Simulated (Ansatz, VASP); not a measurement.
One calculation of HfO3, two programs

```xyz
4
Lattice="3.3236 0.0000 0.0000 0.0000 3.3236 0.0000 0.0000 0.0000 3.3236" Properties=species:S:1:pos:R:3 pbc="T T T"
Hf    0.0000    0.0000    0.0000
O     0.0000    1.6618    1.6618
O     1.6618    0.0000    1.6618
O     1.6618    1.6618    0.0000
```

Change from the starting cell: species swapped into the Cu3Pd type (P4/mmm, No. 123).

Alike in both runs: functional PBE; k mesh 14 × 14 × 14; occupations gaussian, width 0.1 eV; no spin polarisation.

Ansatz relaxed the structure, and its values are those at the end. VASP's run is a single point on that final structure, the one shown.

```csv
,VASP,Ansatz
version,VASP 6.6.1,Ansatz 0.2.0
potentials or method,"VASP PAW PBE potentials, release 64 (Hf_pv, O), cutoff 520 eV","scalar-relativistic, plane waves, PAW"
valence electrons in the cell,28,44
```

VASP gave:

```
gap on the k mesh at the Fermi level (eV) : none
pressure (GPa)                            : -3.3
```

**Question.** Estimate Ansatz's values.

**Answer.** gap on the k mesh at the Fermi level (eV): none; pressure (GPa): 0.0.

A gap of «none» marks a metal or a gap that the smearing closes. VASP's potentials hold 28 valence electrons a cell and Ansatz's 44, so a difference there can come from the potentials and not from the codes.

Neither program's run includes spin-orbit coupling.
